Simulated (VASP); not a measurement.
# CrInF3 (Pm-3m) in VASP: notebook, part 2 of 2

VASP 6.6.1. Earlier steps stand in the parts before.

## (4) Relaxation of cell and atoms, PBE, collinear spin, ferromagnetic start

This run uses another cell than the first one, of 12.55 Å³/atom, 0.822 times its volume.

INCAR reads:

```
SYSTEM = CrInF3
PREC = Accurate
ENCUT = 600
EDIFF = 1E-6
ISMEAR = 0
SIGMA = 0.1
LREAL = .FALSE.
LASPH = .TRUE.
NELM = 150
ALGO = Normal
ISIF = 3
LWAVE = .FALSE.
LCHARG = .FALSE.
ISPIN = 2
MAGMOM = 3 0 0 0 0
LORBIT = 11
LMAXMIX = 4
GGA = PE
IBRION = 2
NSW = 90
EDIFFG = -0.04
```

KPOINTS reads:

```
regular mesh
0
G
  4 4 4
  0 0 0
```

POSCAR reads:

```
CrInF3
1.0
    3.9732666400      0.0000000000      0.0000000000
    0.0000000000      3.9732666400      0.0000000000
    0.0000000000      0.0000000000      3.9732666400
Cr In F
1 1 3
Direct
    0.0000000000      0.0000000000      0.0000000000
    0.5000000000      0.5000000000      0.5000000000
    0.5000000000      0.0000000000      0.0000000000
    0.0000000000      0.0000000000      0.5000000000
    0.0000000000      0.5000000000      0.0000000000
```

Run with:

```sh
> cat potpaw_PBE.64/Cr_pv/POTCAR potpaw_PBE.64/In_d/POTCAR potpaw_PBE.64/F/POTCAR > POTCAR
> mpirun -np 1 vasp_std > vasp.out
```

Wall time 1.7 min (1 thread of Intel Xeon Platinum 8259CL at 2.50GHz (Skylake/Cascade Lake), shared host); peak memory 0.22 GiB.

The run converged. Its results:

| Item | Value |
| --- | --- |
| Free energy | -27.3988 eV |
| Relaxed volume | 15.22 Å³/atom |
| Relaxed cell | a = 4.238 Å, b = 4.238 Å, c = 4.238 Å, α = 90.00°, β = 90.00°, γ = 90.00° |
| Space group after relaxing (to 0.05 Å) | Pm-3m (No. 221) |
| Energy gained by relaxing | 150.7 meV/atom |
| Ionic steps | 3 |
| Pressure after relaxing | 0.2 GPa |
| Band gap on the k mesh | zero (filled and empty bands overlap) |
| Net moment | 4.00 μB per cell |
| Site moments | Cr +3.69; In +0.01; F +0.02 μB |
| Valence electrons inside the program's atomic spheres | Cr 10.39; In 11.19; F 6.07 |

Step by step:
```csv
step,energy change (eV),largest force (eV/Å),pressure (GPa),volume (Å³)
1,0.0000,0.0000,21.34,62.73
2,-0.7326,0.0000,-2.35,79.15
3,-0.7533,0.0000,0.21,76.12
```

Final structure:
```cif
data_structure
_symmetry_space_group_name_H-M 'P 1'
_symmetry_Int_Tables_number 1
_cell_length_a 4.2380
_cell_length_b 4.2380
_cell_length_c 4.2380
_cell_angle_alpha 90.000
_cell_angle_beta 90.000
_cell_angle_gamma 90.000
_cell_volume 76.12
loop_
_atom_site_label
_atom_site_type_symbol
_atom_site_fract_x
_atom_site_fract_y
_atom_site_fract_z
_atom_site_occupancy
Cr1 Cr 0.00000 0.00000 0.00000 1
In1 In 0.50000 0.50000 0.50000 1
F1 F 0.50000 0.00000 0.00000 1
F2 F 0.00000 0.00000 0.50000 1
F3 F 0.00000 0.50000 0.00000 1
```

Levels at points of the mesh, in eV from the Fermi level:
Spin up:
| k point | band 23 | band 24 | band 25 | band 26 | band 27 | band 28 |
| --- | --- | --- | --- | --- | --- | --- |
| (0.00, 0.00, 0.00) | -1.97 | -1.97 | -0.90 | -0.90 | 4.13 | 4.13 |
| (0.50, 0.00, 0.00) | -1.46 | -1.46 | -0.89 | -0.55 | 0.88 | 3.94 |
| (0.50, 0.50, 0.00) | -1.45 | -1.12 | -0.54 | 1.00 | 1.50 | 1.50 |
| (0.50, 0.50, 0.50) | -1.12 | -1.11 | 1.00 | 1.00 | 2.82 | 2.82 |
Spin down:
| k point | band 18 | band 19 | band 20 | band 21 | band 22 | band 23 | band 24 | band 25 |
| --- | --- | --- | --- | --- | --- | --- | --- | --- |
| (0.00, 0.00, 0.00) | -5.89 | -5.89 | -5.89 | -5.37 | 1.66 | 1.66 | 1.66 | 2.07 |
| (0.50, 0.00, 0.00) | -5.98 | -5.82 | -5.82 | -3.06 | 0.18 | 1.68 | 1.95 | 1.95 |
| (0.50, 0.50, 0.00) | -6.19 | -6.19 | -5.40 | -2.88 | 1.58 | 1.58 | 2.15 | 2.15 |
| (0.50, 0.50, 0.50) | -5.41 | -5.41 | -5.41 | -3.95 | 2.29 | 2.29 | 2.29 | 3.18 |

Caveat: the k points lie up to 0.37 Å⁻¹ apart in the final cell; the volume moved by over 15 % at a fixed basis, so the end points are rough; spin-orbit coupling is left out, which moves the levels of the heavy elements; a cell with one magnetic atom can't hold antiferromagnetic order, which such compounds often take; semilocal functionals often make such compounds metallic where correlation or magnetic order opens a gap, which also shifts bond lengths. With open d or f shells a metallic result of PBE can be an artefact of self-interaction; +U or a hybrid may open a gap.

## (5) Single point, PBE, collinear spin, ferromagnetic start

This run uses another cell than the first one, of 12.55 Å³/atom, 0.822 times its volume.

INCAR reads:

```
PREC = Accurate
ENCUT = 520
EDIFF = 1E-6
ISMEAR = 0
SIGMA = 0.1
LREAL = F
LASPH = T
NELM = 150
ALGO = Normal
ISIF = 2
LWAVE = F
LCHARG = T
ISPIN = 2
MAGMOM = 3 0 0 0 0
LORBIT = 11
LMAXMIX = 4
GGA = PE
LELF = T
LVHAR = T
NBANDS = 35
```

KPOINTS reads:

```
regular mesh
0
Gamma
  4 4 4
```

POSCAR is that of step 4.

Potentials or basis: VASP PAW PBE potentials, release 64 (Cr_pv, In_d, F).

Run with:

```sh
> cat potpaw_PBE.64/Cr_pv/POTCAR potpaw_PBE.64/In_d/POTCAR potpaw_PBE.64/F/POTCAR > POTCAR
> mpirun -np 1 vasp_std > vasp.out
```

OUTCAR:

```text
PREC = Accurate
   ENCUT = 520
   EDIFF = 1E-6
   ISMEAR = 0
   LREAL = F
   LASPH = T
   NELM = 150
   ISIF = 2
   ISPIN = 2
   LORBIT = 11
   GGA = PE

 ion  position               nearest neighbor table
   1  0.000  0.000  0.000-   3 1.99   4 1.99   5 1.99   4 1.99   5 1.99   3 1.99   2 3.44   2 3.44
                             2 3.44   2 3.44   2 3.44   2 3.44   2 3.44   2 3.44
   2  0.500  0.500  0.500-   3 2.81   4 2.81   5 2.81   3 2.81   5 2.81   3 2.81   4 2.81   3 2.81
                             4 2.81   5 2.81   5 2.81   4 2.81   1 3.44   1 3.44   1 3.44   1 3.44
   3  0.500  0.000  0.000-   1 1.99   1 1.99   2 2.81   2 2.81   2 2.81   2 2.81
   4  0.000  0.000  0.500-   1 1.99   1 1.99   2 2.81   2 2.81   2 2.81   2 2.81
   5  0.000  0.500  0.000-   1 1.99   1 1.99   2 2.81   2 2.81   2 2.81   2 2.81

  LATTYP: Found a simple cubic cell.
 ALAT       =     3.9732666400

  Lattice vectors:

 A1 = (   3.9732666400,   0.0000000000,   0.0000000000)
 A2 = (   0.0000000000,   3.9732666400,   0.0000000000)
 A3 = (   0.0000000000,   0.0000000000,   3.9732666400)

Analysis of symmetry for initial positions (statically):
=====================================================================
 Subroutine PRICEL returns:
 Original cell was already a primitive cell.

 Routine SETGRP: Setting up the symmetry group for a
 simple cubic supercell.

 Subroutine GETGRP returns: Found 48 space group operations
 (whereof 48 operations were pure point group operations)
 out of a pool of 48 trial point group operations.

The static configuration has the point symmetry O_h .

Analysis of symmetry for dynamics (positions and initial velocities):
=====================================================================
 Subroutine PRICEL returns:
 Original cell was already a primitive cell.

 Routine SETGRP: Setting up the symmetry group for a
 simple cubic supercell.

 Subroutine GETGRP returns: Found 48 space group operations
 (whereof 48 operations were pure point group operations)
 out of a pool of 48 trial point group operations.

The dynamic configuration has the point symmetry O_h .
[... 158 lines left out ...]
 Fermi energy:         8.2332370213

 spin component 1

 k-point     1 :       0.0000    0.0000    0.0000
  band No.  band energies     occupation
      1     -37.1498      1.00000
      2     -37.1498      1.00000
      3     -37.1498      1.00000
      4     -18.8163      1.00000
      5     -18.1959      1.00000
      6     -18.1959      1.00000
[... 369 lines left out ...]
     34      17.1736      0.00000
     35      24.9706      0.00000
 Fermi energy:         8.2332370213

 spin component 2

 k-point     1 :       0.0000    0.0000    0.0000
  band No.  band energies     occupation
      1     -33.4469      1.00000
      2     -33.4469      1.00000
      3     -33.4469      1.00000
      4     -18.7122      1.00000
      5     -18.1095      1.00000
      6     -18.1095      1.00000
[... 369 lines left out ...]
     34      18.3027      0.00000
     35      25.1629      0.00000

------------------------ aborting loop because EDIFF is reached ----------------------------------------

  FORCE on cell =-STRESS in cart. coord.  units (eV):
  Direction    XX          YY          ZZ          XY          YZ          ZX
  --------------------------------------------------------------------------------------
  -------------------------------------------------------------------------------------
  Total        8.3897990      8.3897990      8.3897990     -0.0000000      0.0000000     -0.0000000
  in kB      214.2984378    214.2984378    214.2984378     -0.0000000      0.0000000     -0.0000000
  external PRESSURE =     214.2984378 kB  Pullay stress =       0.0000000 kB

 VOLUME and BASIS-vectors are now :
 -----------------------------------------------------------------------------
  energy-cutoff  :      520.00
  volume of cell :       62.73
      direct lattice vectors                 reciprocal lattice vectors
     3.973266640  0.000000000  0.000000000     0.251682077  0.000000000  0.000000000
     0.000000000  3.973266640  0.000000000     0.000000000  0.251682077  0.000000000
     0.000000000  0.000000000  3.973266640     0.000000000  0.000000000  0.251682077

 POSITION                                       TOTAL-FORCE (eV/Angst)
 -----------------------------------------------------------------------------------
      0.00000      0.00000      0.00000         0.000000      0.000000      0.000000
      1.98663      1.98663      1.98663         0.000000      0.000000      0.000000
      1.98663      0.00000      0.00000         0.000000      0.000000      0.000000
      0.00000      0.00000      1.98663         0.000000      0.000000      0.000000
      0.00000      1.98663      0.00000         0.000000      0.000000      0.000000
 -----------------------------------------------------------------------------------
    total drift:                                0.000000     -0.000000      0.000000

  FREE ENERGIE OF THE ION-ELECTRON SYSTEM (eV)
  ---------------------------------------------------
  free  energy   TOTEN  =       -26.6385740163 eV

  energy  without entropy=      -26.6210752823  energy(sigma->0) =      -26.62982465

 total charge

# of ion       s       p       d       tot
------------------------------------------
    1        0.210   6.230   4.218  10.658
    2        1.258   0.159   9.862  11.279
    3        1.748   4.369   0.000   6.117
    4        1.748   4.369   0.000   6.117
    5        1.748   4.369   0.000   6.117
--------------------------------------------------
tot          6.711  19.497  14.080  40.288

 magnetization (x)

# of ion       s       p       d       tot
------------------------------------------
    1        0.027   0.024   3.552   3.603
    2       -0.001   0.002   0.001   0.002
    3        0.006   0.024   0.000   0.030
    4        0.006   0.024   0.000   0.030
    5        0.006   0.024   0.000   0.030
--------------------------------------------------
tot          0.045   0.097   3.554   3.695
```

Wall time 37 s (1 thread of AMD EPYC 7R13 (Zen 3), shared host); peak memory 0.17 GiB.

Results:

```
Free energy                                           : -26.6386 eV
Pressure                                              : 21.4 GPa
Net moment                                            : 3.91 μB per cell
Site moments                                          : Cr +3.60; In +0.00; F +0.03 μB
Valence electrons inside the program's atomic spheres : Cr 10.66; In 11.28; F 6.12
```

Levels at points of the mesh, in eV from the Fermi level:
Spin up:
| k point | band 23 | band 24 | band 25 | band 26 | band 27 | band 28 |
| --- | --- | --- | --- | --- | --- | --- |
| (0.00, 0.00, 0.00) | -2.70 | -2.70 | -1.17 | -1.17 | 4.44 | 4.44 |
| (0.50, 0.00, 0.00) | -1.94 | -1.94 | -1.16 | -0.86 | 0.72 | 4.11 |
| (0.50, 0.50, 0.00) | -1.91 | -1.44 | -0.66 | 1.21 | 1.21 | 1.29 |
| (0.50, 0.50, 0.50) | -1.44 | -1.44 | 1.29 | 1.29 | 2.81 | 2.81 |
Spin down:
```tsv
k point	band 19	band 20	band 21	band 22	band 23	band 24
(0.00, 0.00, 0.00)	-7.27	-7.27	-6.12	0.83	0.83	0.83
(0.50, 0.00, 0.00)	-7.21	-7.21	-3.29	-0.37	0.86	1.37
(0.50, 0.50, 0.00)	-7.77	-6.70	-2.97	1.28	1.28	1.59
(0.50, 0.50, 0.50)	-6.72	-6.72	-4.33	2.01	2.01	2.01
```

Caveat: the k points lie up to 0.40 Å⁻¹ apart; spin-orbit coupling is left out, which moves the levels of the heavy elements; a cell with one magnetic atom can't hold antiferromagnetic order, which such compounds often take; semilocal functionals often make such compounds metallic where correlation or magnetic order opens a gap, which also shifts bond lengths.

## (6) Overview

```csv
task,cell,k mesh,cutoff (eV),gap on the mesh (eV),pressure (GPa),moment (μB)
single point,"a = 4.242 Å, 5 atoms",10 × 10 × 10,520,none,-0.1,4.00
single point,"a = 4.244 Å, 5 atoms",4 × 4 × 4,520,none,-0.1,4.00
relaxation of cell and atoms,"relaxed from a = 3.973 Å, 5 atoms",4 × 4 × 4,600,none,0.2,4.00
single point,"a = 3.973 Å, 5 atoms",4 × 4 × 4,520,none,21.4,3.91
```

Alike in all rows: level PBE; potentials or basis VASP PAW PBE potentials, release 64 (Cr_pv, In_d, F); spin collinear, ferromagnetic start; smearing gaussian 0.1 eV.

Caveats: some runs use coarse meshes; spin-orbit coupling is left out, which moves the levels of the heavy elements; a cell with one magnetic atom can't hold antiferromagnetic order, which such compounds often take; semilocal functionals often make such compounds metallic where correlation or magnetic order opens a gap, which also shifts bond lengths; the volume moved by over 15 % at a fixed basis, so the end points are rough (some runs).

Absolute energies hang on the potentials; compare differences alone.
